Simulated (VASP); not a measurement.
# Re: single point with HSE06

Crystal: Re.

```
CELL_PARAMETERS angstrom
0.00000 1.90627 1.90627
1.90627 0.00000 1.90627
1.90627 1.90627 0.00000
ATOMIC_POSITIONS crystal
Re 0.00000 0.00000 0.00000
```

This isn't the form of Re at room conditions, which is hcp.

- Program: VASP 6.6.1
- Task: single point
- Functional: HSE06
- Potentials or basis: VASP PAW PBE potentials, release 64 (Re)
- Cutoff: 520 eV
- k mesh: 6 × 6 × 6
- Occupations: fermi-dirac, width 0.1 eV
- Spin: no spin polarisation
- Dipole correction: no
- Grid for exact exchange (PRECFOCK): Normal
- Further INCAR settings: ALGO = Normal; EDIFF = 1e-06; NBANDS = 10
- Share of exact exchange: 0.25
- Screening parameter: 0.2079 1/Å

| Item | Value |
| --- | --- |
| Pressure | 19.2 GPa |
| Band gap on the k mesh | zero (an odd number of electrons rules out a gap without spin polarisation) |

Levels at points of the mesh, in eV from the Fermi level:
```
           k point  band 1  band 2  band 3  band 4  band 5  band 6  band 7
(0.00, 0.00, 0.00)  -11.60   -2.39   -2.39   -2.39    2.14    2.14   15.27
(0.50, 0.00, 0.00)   -8.15   -2.49   -2.49    0.32    5.08    5.08   12.24
(0.50, 0.50, 0.00)   -8.09   -7.26    3.36    5.21    5.85    5.85   14.04
```

Run time: 3.6 min on 1 thread of Intel(R) Xeon(R) Platinum 8488C (Sapphire Rapids), with other jobs on the host, peak memory 0.23 GiB.

Caveat: the k points lie up to 0.48 Å⁻¹ apart, too coarse for converged energies and pressures of a metal; the PAW data sets were made with another functional, which shifts forces and pressure a little; spin-orbit coupling is left out, which moves the levels of the heavy elements.
